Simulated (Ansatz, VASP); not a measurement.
**Two plane-wave programs on GaAs**

```
Ga As
1.0
     5.60338   -5.60338    5.60338
    -5.60338   -5.60338   -5.60338
     5.60338    5.60338   -5.60338
Ga As
16 16
Direct
  0.50000 0.75000 0.75000
  0.75000 0.75000 0.50000
  0.75000 0.50000 0.75000
  0.00000 0.75000 0.25000
  0.00000 0.50000 0.50000
  0.00000 0.25000 0.75000
  0.25000 0.75000 0.00000
  0.25000 0.50000 0.25000
  0.25000 0.25000 0.50000
  0.25000 0.00000 0.75000
  0.50000 0.50000 0.00000
  0.50000 0.25000 0.25000
  0.50000 0.00000 0.50000
  0.75000 0.25000 0.00000
  0.75000 0.00000 0.25000
  0.00000 0.00000 0.00000
  0.50000 0.00000 0.75000
  0.75000 0.00000 0.50000
  0.75000 0.75000 0.75000
  0.00000 0.00000 0.25000
  0.00000 0.75000 0.50000
  0.00000 0.50000 0.75000
  0.25000 0.00000 0.00000
  0.25000 0.75000 0.25000
  0.25000 0.50000 0.50000
  0.25000 0.25000 0.75000
  0.50000 0.75000 0.00000
  0.50000 0.50000 0.25000
  0.50000 0.25000 0.50000
  0.75000 0.50000 0.00000
  0.75000 0.25000 0.25000
  0.00000 0.25000 0.00000
```

Alike in both runs: task single point; functional LDA; k mesh 3 × 3 × 3; occupations gaussian, width 0.02 eV; no spin polarisation.

```csv
,VASP,Ansatz
version,VASP 6.6.1,Ansatz 0.2.0
potentials or method,"VASP PAW LDA potentials, release 64 (Ga_d, As), cutoff 520 eV","scalar-relativistic, plane waves, PAW"
valence electrons in the cell,288,448
```

```csv
,VASP,Ansatz,Ansatz less VASP
gap on the k mesh at the Fermi level (eV),0.53,0.49,-0.049
least direct gap on the mesh (eV),0.53,0.49,-0.049
pressure (GPa),0.2,0.0,-0.20
```

LDA's correlation is that of Perdew and Zunger in VASP and of Perdew and Wang (1992) in Ansatz. VASP's potentials hold 288 valence electrons a cell and Ansatz's 448, so a difference there can come from the potentials and not from the codes.
